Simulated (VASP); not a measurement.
# NbAl2B3 (Cmmm) in VASP: a series of runs, part 2 of 2

VASP 6.6.1. Earlier steps stand in the parts before.

## 4. Relaxation of cell and atoms, PBE

The input, INCAR:

```
  PREC = Accurate
  ENCUT = 600
  EDIFF = 1E-6
  ISMEAR = 0
  SIGMA = 0.1
  LREAL = F
  LASPH = T
  NELM = 60
  ALGO = Normal
  ISIF = 3
  LWAVE = F
  LCHARG = F
  GGA = PE
  IBRION = 2
  NSW = 90
  EDIFFG = -0.04
```

The input, KPOINTS:

```
Automatic mesh
0
Gamma
  4 4 6
```

The input, POSCAR:

```
NbAl2B3
1.0
    2.3040321600     -3.8605557800      0.0000000000
    2.3040321600      3.8605557800      0.0000000000
    0.0000000000      0.0000000000      3.6184412100
Al Nb B
2 1 3
Direct
    0.0000000000      0.5000000000      0.5000000000
    0.5000000000      0.0000000000      0.5000000000
    0.5000000000      0.5000000000      0.0000000000
    0.1601293000      0.8398707000      0.0000000000
    0.8398707000      0.1601293000      0.0000000000
    0.0000000000      0.0000000000      0.5000000000
```

Potentials or basis: VASP PAW PBE potentials, release 64 (Al, Nb_sv, B).

On the command line:

```console
cat potpaw_PBE.64/Al/POTCAR potpaw_PBE.64/Nb_sv/POTCAR potpaw_PBE.64/B/POTCAR > POTCAR
mpirun -np 1 vasp_std > vasp.out
```

OUTCAR:

```text
PREC = Accurate
   ENCUT = 600
   EDIFF = 1E-6
   ISMEAR = 0
   LREAL = F
   LASPH = T
   NELM = 60
   ISIF = 3
   GGA = PE
   IBRION = 2
   NSW = 90
   EDIFFG = -0.04

 ion  position               nearest neighbor table
   1  0.000  0.500  0.500-   6 2.25   6 2.25   4 2.25   4 2.25   5 2.25   5 2.25   2 2.30   2 2.30
                             3 2.89   3 2.89   3 2.89   3 2.89
   2  0.500  0.000  0.500-   6 2.25   6 2.25   4 2.25   4 2.25   5 2.25   5 2.25   1 2.30   1 2.30
                             3 2.89   3 2.89   3 2.89   3 2.89
   3  0.500  0.500  0.000-   1 2.89   2 2.89   1 2.89   2 2.89   2 2.89   2 2.89   1 2.89   1 2.89

   4  0.160  0.840  0.000-   1 2.25   2 2.25   1 2.25   2 2.25
   5  0.840  0.160  0.000-   1 2.25   2 2.25   1 2.25   2 2.25
   6  0.000  0.000  0.500-   1 2.25   2 2.25   1 2.25   2 2.25

  LATTYP: Found a base centered orthorhombic cell.
 ALAT       =     4.6080643200
 B/A-ratio  =     1.6755650581
 C/A-ratio  =     0.7852410380

  Lattice vectors:

 A1 = (   2.3040321600,  -3.8605557800,   0.0000000000)
 A2 = (   2.3040321600,   3.8605557800,   0.0000000000)
 A3 = (   0.0000000000,   0.0000000000,   3.6184412100)

Analysis of symmetry for initial positions (statically):
=====================================================================
 Subroutine PRICEL returns:
 Original cell was already a primitive cell.

 Routine SETGRP: Setting up the symmetry group for a
 base centered orthorhombic supercell.

 Subroutine GETGRP returns: Found  8 space group operations
 (whereof  8 operations were pure point group operations)
 out of a pool of  8 trial point group operations.

The static configuration has the point symmetry D_2h.

Analysis of symmetry for dynamics (positions and initial velocities):
=====================================================================
 Subroutine PRICEL returns:
 Original cell was already a primitive cell.

 Routine SETGRP: Setting up the symmetry group for a
 base centered orthorhombic supercell.

 Subroutine GETGRP returns: Found  8 space group operations
 (whereof  8 operations were pure point group operations)
[... 147 lines left out ...]
   NGX = 17   NGY = 17   NGZ = 15

--------------------------------------- Ionic step        1  -------------------------------------------

 number of electron      28.0000000 magnetization

 Free energy of the ion-electron system (eV)
  ---------------------------------------------------
  ext. energy  EPLUGINS =         0.00000000
  ---------------------------------------------------
  free energy    TOTEN  =       -34.59421444 eV

  energy without entropy =      -34.58114897  energy(sigma->0) =      -34.58768170

------------------------ aborting loop because EDIFF is reached ----------------------------------------

  FORCE on cell =-STRESS in cart. coord.  units (eV):
  Direction    XX          YY          ZZ          XY          YZ          ZX
  --------------------------------------------------------------------------------------
  -------------------------------------------------------------------------------------
  Total        8.6131421     -0.3481873     -9.5726082     -0.0000000      0.0000000      0.0000000
  in kB      214.3790338     -8.6662969   -238.2599151     -0.0000000      0.0000000      0.0000000
  external PRESSURE =     -10.8490594 kB  Pullay stress =       0.0000000 kB
[... 101 lines left out ...]
  FREE ENERGIE OF THE ION-ELECTRON SYSTEM (eV)
  ---------------------------------------------------
  free  energy   TOTEN  =       -35.4223339812 eV

  energy  without entropy=      -35.4149303634  energy(sigma->0) =      -35.41863217

 E-fermi :   9.9450     XC(G=0): -11.7321

 val. band max:        9.8941533148   @ k =   0.2500   0.2500   0.1667
 cond. band min:       9.9530398806   @ k =   0.2500   0.0000   0.0000
 fundamental gap:      0.0588865658
 Fermi energy:         9.9449655261

 k-point     1 :       0.0000    0.0000    0.0000
  band No.  band energies     occupation
      1     -45.3706      2.00000
      2     -21.6131      2.00000
      3     -21.3945      2.00000
      4     -21.0486      2.00000
      5      -4.4222      2.00000
      6       1.0855      2.00000
[... 493 lines left out ...]
     17      10.7092      0.00000
     18      11.4354      0.00000

 [... further k-points ...]

[... ionic steps 4 to 43 ...]

--------------------------------------- Ionic step       44  -------------------------------------------

 number of electron      28.0000000 magnetization

------------------------ aborting loop because EDIFF is reached ----------------------------------------
[... 75 lines left out ...]
--------------------------------------- Ionic step       46  -------------------------------------------

 number of electron      28.0000000 magnetization

 Free energy of the ion-electron system (eV)
  ---------------------------------------------------
  ext. energy  EPLUGINS =         0.00000000
  ---------------------------------------------------
  free energy    TOTEN  =       -37.07247658 eV

  energy without entropy =      -37.05825663  energy(sigma->0) =      -37.06536660

 E-fermi :  10.0644     XC(G=0): -11.7705

 val. band max:       10.0316170381   @ k =   0.2500   0.2500   0.1667
 cond. band min:      10.0872838343   @ k =   0.0000   0.0000   0.1667
 fundamental gap:      0.0556667962
 Fermi energy:        10.0644479922

 k-point     1 :       0.0000    0.0000    0.0000
  band No.  band energies     occupation
      1     -45.1950      2.00000
      2     -21.4635      2.00000
      3     -21.2262      2.00000
      4     -20.8278      2.00000
      5      -4.5371      2.00000
      6       1.1594      2.00000
[... 528 lines left out ...]
  FREE ENERGIE OF THE ION-ELECTRON SYSTEM (eV)
  ---------------------------------------------------
  free  energy   TOTEN  =       -37.0724765755 eV

  energy  without entropy=      -37.0582566269  energy(sigma->0) =      -37.06536660

 reached required accuracy - stopping structural energy minimisation
```

CONTCAR:

```text
NbAl2B3
   1.00000000000000
     2.4548197187144383   -4.4796544019928586    0.0000000000000000
     2.4548197187144383    4.4796544019928586    0.0000000000000000
     0.0000000000000000    0.0000000000000000    2.9604392014777399
  Al              Nb              B
     2     1     3
Direct
     0.0000000000000000    0.5000000000000000    0.5000000000000000
     0.5000000000000000    0.0000000000000000    0.5000000000000000
     0.5000000000000000    0.5000000000000000    0.0000000000000000
     0.0998073871611490    0.9001926128388511    0.0000000000000000
     0.9001926128388511    0.0998073871611490    0.0000000000000000
     0.0000000000000000    0.0000000000000000    0.5000000000000000

  0.00000000E+00  0.00000000E+00  0.00000000E+00
  0.00000000E+00  0.00000000E+00  0.00000000E+00
  0.00000000E+00  0.00000000E+00  0.00000000E+00
  0.00000000E+00  0.00000000E+00  0.00000000E+00
  0.00000000E+00  0.00000000E+00  0.00000000E+00
  0.00000000E+00  0.00000000E+00  0.00000000E+00
```

Wall time 16 min (1 thread of AMD EPYC 7R13 (Zen 3), shared host); peak memory 0.2 GiB.

What came out:

```
Free energy                           : -37.0725 eV
Relaxed volume                        : 10.85 Å³/atom
Relaxed cell                          : a = 5.108 Å, b = 5.108 Å, c = 2.960 Å, α = 90.00°, β = 90.00°, γ = 122.56°
Space group after relaxing (to 0.1 Å) : Cmmm (No. 65)
Energy gained by relaxing             : 413.0 meV/atom
Ionic steps                           : 46
Pressure after relaxing               : -0.1 GPa
Largest force after relaxing          : 0.019 eV/Å
Band gap on the k mesh                : zero (bands 14 and 15 overlap by 2.10 eV)
```

Forces on the atoms (eV/Å):
```
Al   0.000  0.000  0.000
Al   0.000  0.000  0.000
Nb   0.000  0.000  0.000
B    0.000  0.019  0.000
B    0.000 -0.019  0.000
B    0.000  0.000  0.000
```

Stress tensor (GPa, compression positive):
```
-0.16  0.00  0.00
 0.00  0.46  0.00
 0.00  0.00 -0.49
```

The path:
| step | energy change (eV) | largest force (eV/Å) | pressure (GPa) | volume (Å³) |
| --- | --- | --- | --- | --- |
| 1 | 0.0000 | 0.7643 | -1.08 | 64.37 |
| 3 | -0.8281 | 2.4676 | 22.34 | 59.40 |
| 5 | -1.4727 | 1.7217 | 2.64 | 62.33 |
| 7 | -1.9168 | 1.2504 | -2.96 | 64.88 |
| 9 | -2.0107 | 0.4368 | -5.76 | 66.88 |
| 11 | -2.0551 | 0.1094 | -0.91 | 65.42 |
| 13 | -2.0588 | 0.0693 | -0.15 | 65.05 |
| 15 | -2.0675 | 0.0497 | 1.02 | 64.37 |
| 17 | -2.0516 | 0.3159 | 8.30 | 61.21 |
| 19 | -2.0804 | 0.2477 | 3.79 | 63.01 |
| 21 | -2.0814 | 0.2494 | 3.90 | 62.95 |
| 23 | -2.0846 | 0.2433 | 4.34 | 62.71 |
| 25 | -2.0894 | 0.2102 | 4.83 | 62.41 |
| 27 | -2.1078 | 0.0870 | 3.19 | 62.78 |
| 29 | -2.1080 | 0.4084 | -2.18 | 64.19 |
| 31 | -2.1273 | 0.1957 | -0.23 | 63.64 |
| 33 | -2.1671 | 0.5147 | -1.46 | 64.28 |
| 35 | -2.3946 | 0.7981 | -4.53 | 66.32 |
| 37 | -2.4045 | 0.7888 | -4.13 | 66.04 |
| 39 | -2.4178 | 0.6882 | -3.35 | 65.99 |
| 41 | -2.4504 | 0.5032 | -1.53 | 65.35 |
| 43 | -2.4731 | 0.1410 | 1.13 | 64.53 |
| 45 | -2.4779 | 0.0207 | -0.13 | 65.12 |
| 46 | -2.4783 | 0.0194 | -0.06 | 65.11 |

Final structure:
```
Al Nb B
1.0
     2.45482   -4.47965    0.00000
     2.45482    4.47965    0.00000
     0.00000    0.00000    2.96044
Al Nb B
2 1 3
Cartesian
  1.2274 2.2398 1.4802
  1.2274 -2.2398 1.4802
  2.4548 0.0000 0.0000
  2.4548 3.5854 0.0000
  2.4548 -3.5854 0.0000
  0.0000 0.0000 1.4802
```

Levels at points of the mesh, in eV from the Fermi level:
| k point | band 11 | band 12 | band 13 | band 14 | band 15 | band 16 | band 17 | band 18 |
| --- | --- | --- | --- | --- | --- | --- | --- | --- |
| (0.00, 0.00, 0.00) | -3.12 | -3.12 | 0.23 | 1.37 | 1.48 | 1.56 | 2.77 | 2.99 |
| (0.50, 0.00, 0.00) | -2.47 | -2.46 | -0.32 | 1.47 | 1.49 | 2.01 | 2.24 | 2.30 |
| (0.50, 0.50, 0.00) | -3.52 | -2.30 | -1.62 | 0.43 | 0.57 | 1.44 | 1.63 | 3.11 |
| (0.00, 0.00, 0.50) | -3.59 | -3.57 | -3.32 | -2.21 | 0.99 | 1.45 | 2.36 | 2.98 |
| (0.50, 0.00, 0.50) | -4.29 | -3.68 | -0.92 | -0.83 | 0.18 | 0.63 | 0.88 | 1.49 |
| (0.50, 0.50, 0.50) | -2.43 | -2.36 | -1.90 | -1.65 | -0.63 | 2.05 | 2.23 | 3.51 |

Caveat: the k points lie up to 0.36 Å⁻¹ apart in the final cell, too coarse for converged energies and pressures of a metal; a cell axis changed by over 15 % at a fixed basis, so the end point is rough.

## 5. Overview

```csv
task,cell,cutoff (eV),gap on the mesh (eV),pressure (GPa),largest force (eV/Å)
single point,"a = 4.496, b = 4.496, c = 3.618 Å, angles 90.0, 90.0, 118.3°, 6 atoms, atomic positions A",520,none,-1.1,0.76
single point,"a = 5.126, b = 5.126, c = 2.954 Å, angles 90.0, 90.0, 122.8°, 6 atoms, atomic positions B",520,none,-0.2,-
relaxation of cell and atoms,"relaxed from a = 4.496, b = 4.496, c = 3.618 Å, angles 90.0, 90.0, 118.3°, 6 atoms, atomic positions A",600,none,-0.1,0.02
```

Alike in all rows: level PBE; potentials or basis VASP PAW PBE potentials, release 64 (Al, Nb_sv, B); no spin polarisation; k mesh 4 × 4 × 6; smearing gaussian 0.1 eV.

Caveats: all runs use coarse meshes; a cell axis changed by over 15 % at a fixed basis, so the end point is rough (at least some runs).

Absolute energies hang on the potentials; compare differences alone.

The gap in the log of VASP goes by the Fermi energy; the results here count the filled bands.